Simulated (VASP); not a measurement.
# Cr (Im-3m) in VASP: a series of runs

The runs below take Cr through single point, with PBE.

All numbers are computed with VASP 6.6.1; they aren't measurements. Logs are shortened: lines on timing, memory, paths and dates and some standing lists are left out, and cuts for length are marked.

### 1 The cell of the first run

It takes space group Im-3m (No. 229, cubic). The conventional cell has a = 2.969 Å, b = 2.969 Å, c = 2.969 Å, α = 90.00°, β = 90.00°, γ = 90.00°. Within 3.4 Å of Cr (site symmetry m-3m) lie 14 Cr at 2.57 to 2.97 Å.

### 2 Single point, PBE, collinear spin, ferromagnetic start

Input file INCAR:

```
SYSTEM = Cr
PREC = Accurate
ENCUT = 520
EDIFF = 1E-6
ISMEAR = -1
SIGMA = 0.05
LREAL = .FALSE.
LASPH = .TRUE.
NELM = 150
ALGO = Normal
ISIF = 2
LWAVE = .FALSE.
LCHARG = .FALSE.
ISPIN = 2
MAGMOM = -3 -3
LORBIT = 11
LMAXMIX = 4
GGA = PE
NBANDS = 23
```

Input file KPOINTS:

```
regular mesh
0
G
  11 11 11
  0 0 0
```

Input file POSCAR:

```
Cr
1.0
    2.9688993551      0.0000000000      0.0000000000
    0.0000000000      2.9688993551      0.0000000000
    0.0000000000      0.0000000000      2.9688993551
Cr
2
Direct
    0.0000000000      0.0000000000      0.0000000000
    0.5000000000      0.5000000000      0.5000000000
```

Potentials or basis: VASP PAW PBE potentials, release 64 (Cr_pv).

The run is started by

```sh
> cat potpaw_PBE.64/Cr_pv/POTCAR > POTCAR
> mpirun -np 1 vasp_std > vasp.out
```

OUTCAR:

```text
SYSTEM = Cr
   PREC = Accurate
   ENCUT = 520
   EDIFF = 1E-6
   ISMEAR = -1
   LREAL = .FALSE.
   LASPH = .TRUE.
   NELM = 150
   ISIF = 2
   ISPIN = 2
   LORBIT = 11
   GGA = PE

 ion  position               nearest neighbor table
   1  0.000  0.000  0.000-   2 2.57   2 2.57   2 2.57   2 2.57   2 2.57   2 2.57   2 2.57   2 2.57

   2  0.500  0.500  0.500-   1 2.57   1 2.57   1 2.57   1 2.57   1 2.57   1 2.57   1 2.57   1 2.57

  LATTYP: Found a simple cubic cell.
 ALAT       =     2.9688993551

  Lattice vectors:

 A1 = (   2.9688993551,   0.0000000000,   0.0000000000)
 A2 = (   0.0000000000,   2.9688993551,   0.0000000000)
 A3 = (   0.0000000000,   0.0000000000,   2.9688993551)

Analysis of symmetry for initial positions (statically):
=====================================================================
 Subroutine PRICEL returns following result:

  LATTYP: Found a body centered cubic cell.
 ALAT       =     2.9688993551

  Lattice vectors:

 A1 = (   1.4844496776,   1.4844496776,  -1.4844496775)
 A2 = (  -1.4844496776,   1.4844496775,   1.4844496775)
 A3 = (   1.4844496776,  -1.4844496775,   1.4844496776)

   2 primitive cells build up your supercell.

 Routine SETGRP: Setting up the symmetry group for a
 simple cubic supercell.

 Subroutine GETGRP returns: Found 48 space group operations
 (whereof 48 operations were pure point group operations)
 out of a pool of 48 trial point group operations.

The static configuration has the point symmetry O_h .

Analysis of symmetry for dynamics (positions and initial velocities):
=====================================================================
 Subroutine PRICEL returns following result:

  LATTYP: Found a body centered cubic cell.
 ALAT       =     2.9688993551

  Lattice vectors:

 A1 = (   1.4844496776,   1.4844496776,  -1.4844496775)
 A2 = (  -1.4844496776,   1.4844496775,   1.4844496775)
 A3 = (   1.4844496776,  -1.4844496775,   1.4844496776)

   2 primitive cells build up your supercell.

 Routine SETGRP: Setting up the symmetry group for a
 simple cubic supercell.

 Subroutine GETGRP returns: Found 48 space group operations
 (whereof 48 operations were pure point group operations)
 out of a pool of 48 trial point group operations.

The dynamic configuration has the point symmetry O_h .

Analysis of structural, dynamic, and magnetic symmetry:
=====================================================================
 Subroutine PRICEL returns following result:

  LATTYP: Found a body centered cubic cell.
 ALAT       =     2.9688993551

  Lattice vectors:

 A1 = (   1.4844496776,   1.4844496776,  -1.4844496775)
 A2 = (  -1.4844496776,   1.4844496775,   1.4844496775)
 A3 = (   1.4844496776,  -1.4844496775,   1.4844496776)

   2 primitive cells build up your supercell.

 Routine SETGRP: Setting up the symmetry group for a
 simple cubic supercell.

 Subroutine GETGRP returns: Found 48 space group operations
 (whereof 48 operations were pure point group operations)
 out of a pool of 48 trial point group operations.

The overall configuration has the point symmetry O_h .

 Subroutine INISYM returns: Found 48 space group operations
 (whereof 48 operations are pure point group operations),
 and found     2 'primitive' translations

----------------------------------------------------------------------------------------

                                     Primitive cell

  volume of cell :      13.0845

  direct lattice vectors                    reciprocal lattice vectors
     1.484449678  1.484449678 -1.484449678     0.336825160  0.336825160  0.000000000
    -1.484449678  1.484449678  1.484449678    -0.000000000  0.336825160  0.336825160
     1.484449678 -1.484449678  1.484449678     0.336825160  0.000000000  0.336825160

  length of vectors
     2.571142263  2.571142263  2.571142263     0.476342709  0.476342709  0.476342709

  position of ions in fractional coordinates (direct lattice)
     0.000000000  0.000000000  0.000000000

  ion indices of the primitive-cell ions
   primitive index   ion index
                 1           1

----------------------------------------------------------------------------------------

 KPOINTS: regular mesh

Automatic generation of k-mesh.
 Grid dimensions read from file:
 generate k-points for:   11   11   11

 Generating k-lattice:

  Cartesian coordinates                     Fractional coordinates (reciprocal lattice)
     0.030620469  0.000000000  0.000000000     0.090909091  0.000000000  0.000000000
     0.000000000  0.030620469  0.000000000     0.000000000  0.090909091  0.000000000
     0.000000000  0.000000000  0.030620469     0.000000000  0.000000000  0.090909091

  Length of vectors
     0.030620469  0.030620469  0.030620469

  Shift w.r.t. Gamma in fractional coordinates (k-lattice)
     0.000000000  0.000000000  0.000000000

 Subroutine IBZKPT returns following result:
 ===========================================

 Found     56 irreducible k-points:

 Following reciprocal coordinates:
            Coordinates               Weight
  0.000000  0.000000  0.000000      1.000000
  0.090909  0.000000  0.000000      6.000000
  0.181818  0.000000  0.000000      6.000000
  0.272727  0.000000  0.000000      6.000000
  0.363636  0.000000  0.000000      6.000000
  0.454545  0.000000  0.000000      6.000000
[... 16 lines left out ...]
  0.181818  0.090909  0.090909     24.000000
  0.272727  0.090909  0.090909     24.000000
 [... further k-points ...]
   k-points           NKPTS =     56   k-points in BZ     NKDIM =     56   number of bands    NBANDS=     23
   number of dos      NEDOS =    301   number of ions     NIONS =      2
   total plane-waves  NPLWV =  13824
   dimension x,y,z NGX =    24 NGY =   24 NGZ =   24
   dimension x,y,z NGXF=    48 NGYF=   48 NGZF=   48
   ions per type =               2
   NGX,Y,Z   is equivalent  to a cutoff of  13.44, 13.44, 13.44 a.u.
   NGXF,Y,Z  is equivalent  to a cutoff of  26.88, 26.88, 26.88 a.u.
 SYSTEM =  Cr
   PREC   = accura    normal or accurate (medium, high low for compatibility)
   ISTART =      0    job   : 0-new  1-cont  2-samecut
   ICHARG =      2    charge: 1-file 2-atom 10-const
   ISPIN  =      2    spin polarized calculation?
   LNONCOLLINEAR =      F non collinear calculations
   LSORBIT =      F    spin-orbit coupling
   LASPH  =      T    aspherical Exc in radial PAW
   ENCUT  =  520.0 eV  38.22 Ry    6.18 a.u.   5.52  5.52  5.52*2*pi/ulx,y,z
   NELM   =    150;   NELMIN=  2; NELMDL= -5     # of ELM steps
   EDIFF  = 0.1E-05   stopping-criterion for ELM
   LREAL  =      F    real-space projection
   EDIFFG = 0.1E-04   stopping-criterion for IOM
   NSW    =      0    number of steps for IOM
   IBRION =     -1    ionic relax: 0-MD 1-quasi-New 2-CG
   NFREE  =      0    steps in history (QN), initial steepest desc. (CG)
   ISIF   =      2    stress and relaxation
   ISYM   =      2    0-nonsym 1-usesym 2-fastsym
   POTIM  = 0.5000    time-step for ionic-motion
   TEBEG  =    0.0;   TEEND  =   0.0 temperature during run
   PSTRESS=    0.0 pullay stress
   NELECT =      24.0000    total number of electrons
   NUPDOWN=      -1.0000    fix difference up-down
   EMIN   =  10.00;   EMAX   =-10.00  energy-range for DOS
   EFERMI =   0.00;   METHOD = LEGACY
   ISMEAR =    -1;   SIGMA  =   0.05  broadening in eV -4-tet -1-fermi 0-gaus
   EFERMI_NEDOS =   21; number of points for ismear=-14 and -15
   IALGO  =     38    algorithm
   IMIX   =      4    mixing-type and parameters
     AMIX     =   0.40;   BMIX     =  1.00
     AMIX_MAG =   1.60;   BMIX_MAG =  1.00
  volume/ion in A,a.u.               =      13.08        88.30
  Fermi-wavevector in a.u.,A,eV,Ry     =   1.590559  3.005721 34.421077  2.529878
  Thomas-Fermi vector in A             =   2.689235
   LORBIT       =     11    0 simple, 1 ext, 2 COOP (PROOUT), +10 PAW based schemes
   GGA     = PE    functional components
   LHFCALC =     F    Hartree Fock is set to
   AEXX    =    0.0000 exact exchange contribution
   IVDW    =     0    specifies the selected vdW correction
   LEPSILON=     F    determine dielectric tensor
   LRPA    =     F    only Hartree local field effects (RPA)
 spin polarized calculation
  energy-cutoff  :      520.00
  volume of cell :       26.17
 maximum number of plane-waves:       739
 NGX is ok and might be reduce to    24
   NGX = 11   NGY = 11   NGZ = 11

 number of electron      24.0000016 magnetization      -0.0006948

 number of electron      24.0000016 magnetization       0.0000141

 Free energy of the ion-electron system (eV)
  ---------------------------------------------------
  ext. energy  EPLUGINS =         0.00000000
  ---------------------------------------------------
  free energy    TOTEN  =       -18.76859195 eV

  energy without entropy =      -18.75458973  energy(sigma->0) =      -18.76159084

 E-fermi :   9.2846     XC(G=0): -12.9648

 val. band max:        9.2622004116   @ k =   0.1818   0.1818   0.0909
 cond. band min:       9.2960943043   @ k =   0.3636   0.0000   0.0000
 fundamental gap:      0.0338938927
 Fermi energy:         9.2846027703

 spin component 1

 k-point     1 :       0.0000    0.0000    0.0000
  band No.  band energies     occupation
      1     -34.0107      1.00000
      2     -34.0107      1.00000
      3     -34.0107      1.00000
      4     -33.5819      1.00000
      5     -33.5819      1.00000
      6     -33.5819      1.00000
[... 613 lines left out ...]
     22      20.7897      0.00000
     23      26.4861      0.00000

 [... further k-points ...]

 spin component 2

 k-point     1 :       0.0000    0.0000    0.0000
  band No.  band energies     occupation
      1     -34.0106      1.00000
      2     -34.0106      1.00000
      3     -34.0106      1.00000
      4     -33.5819      1.00000
      5     -33.5819      1.00000
      6     -33.5819      1.00000
[... 613 lines left out ...]
     22      20.7897      0.00000
     23      26.4861      0.00000

 [... further k-points ...]

------------------------ aborting loop because EDIFF is reached ----------------------------------------

  FORCE on cell =-STRESS in cart. coord.  units (eV):
  Direction    XX          YY          ZZ          XY          YZ          ZX
  --------------------------------------------------------------------------------------
  -------------------------------------------------------------------------------------
  Total       -4.0789787     -4.0789787     -4.0789787      0.0000000      0.0000000     -0.0000000
  in kB     -249.7328053   -249.7328053   -249.7328053      0.0000000      0.0000000     -0.0000000
  external PRESSURE =    -249.7328053 kB  Pullay stress =       0.0000000 kB

 VOLUME and BASIS-vectors are now :
 -----------------------------------------------------------------------------
  energy-cutoff  :      520.00
  volume of cell :       26.17
      direct lattice vectors                 reciprocal lattice vectors
     2.968899355  0.000000000  0.000000000     0.336825160  0.000000000  0.000000000
     0.000000000  2.968899355  0.000000000     0.000000000  0.336825160  0.000000000
     0.000000000  0.000000000  2.968899355     0.000000000  0.000000000  0.336825160

 POSITION                                       TOTAL-FORCE (eV/Angst)
 -----------------------------------------------------------------------------------
      0.00000      0.00000      0.00000        -0.000000      0.000000     -0.000000
      1.48445      1.48445      1.48445         0.000000     -0.000000      0.000000
 -----------------------------------------------------------------------------------
    total drift:                                0.000000      0.000000     -0.000000

  FREE ENERGIE OF THE ION-ELECTRON SYSTEM (eV)
  ---------------------------------------------------
  free  energy   TOTEN  =       -18.7685919524 eV

  energy  without entropy=      -18.7545897294  energy(sigma->0) =      -18.76159084

 total charge

# of ion       s       p       d       tot
------------------------------------------
    1        0.397   6.330   4.087  10.814
    2        0.397   6.330   4.087  10.814
--------------------------------------------------
tot          0.794  12.660   8.174  21.628

 magnetization (x)

# of ion       s       p       d       tot
------------------------------------------
    1        0.000   0.000   0.000   0.000
    2        0.000   0.000   0.000   0.000
--------------------------------------------------
tot          0.000   0.000   0.000   0.000
```

It took 54 s on 1 thread of Intel Xeon Platinum 8259CL at 2.50GHz (Skylake/Cascade Lake), shared host; peak memory 0.17 GiB.

What came out:

```yaml
Free_energy: -18.7686 eV
Pressure: -25.0 GPa
Band_gap_on_the_k_mesh: zero (filled and empty bands overlap)
Net_moment: 0.00 μB per cell
Valence_electrons_inside_the_program's_atomic_spheres: Cr 10.81
```

Caveat: the starting moments collapsed, and a magnetic state may lie lower.

### 3 Single point, PBE, collinear spin, ferromagnetic start

Input file INCAR:

```
ALGO = Normal
EDIFF = 1E-6
ENCUT = 520
GGA = PE
ISIF = 2
ISMEAR = -1
ISPIN = 2
LASPH = True
LCHARG = False
LMAXMIX = 4
LORBIT = 11
LREAL = False
LWAVE = False
MAGMOM = -3 -3
NBANDS = 23
NELM = 150
PREC = Accurate
SIGMA = 0.05
```

Input file KPOINTS:

```
k-points
0
Gamma
  11 11 11
```

POSCAR is that of step 2.

Potentials or basis: VASP PAW PBE potentials, release 64 (Cr_pv).

The run is started by

```sh
> cat potpaw_PBE.64/Cr_pv/POTCAR > POTCAR
> mpirun -np 1 vasp_std > vasp.out
```

Wall time 50 s (1 thread of Intel Xeon Platinum 8259CL at 2.50GHz (Skylake/Cascade Lake), shared host); peak memory 0.17 GiB.

Results (log left out):

```yaml
Free_energy: -18.7686 eV
Pressure: -25.0 GPa
Band_gap_on_the_k_mesh: zero (filled and empty bands overlap)
Net_moment: 0.00 μB per cell
Valence_electrons_inside_the_program's_atomic_spheres: Cr 10.81
```

Levels at points of the mesh, in eV from the Fermi level:
Spin up:
```csv
k point,band 9,band 10,band 11,band 12,band 13,band 14,band 15,band 16
"(0.00, 0.00, 0.00)",-3.59,-0.76,-0.76,-0.76,0.99,0.99,2.05,2.05
```
Spin down:
| k point | band 8 | band 9 | band 10 | band 11 | band 12 | band 13 | band 14 | band 15 | band 16 | band 17 |
| --- | --- | --- | --- | --- | --- | --- | --- | --- | --- | --- |
| (0.00, 0.00, 0.00) | -3.59 | -3.59 | -0.76 | -0.76 | -0.76 | 0.99 | 0.99 | 2.05 | 2.05 | 2.05 |

Caveat: the starting moments collapsed, and a magnetic state may lie lower.
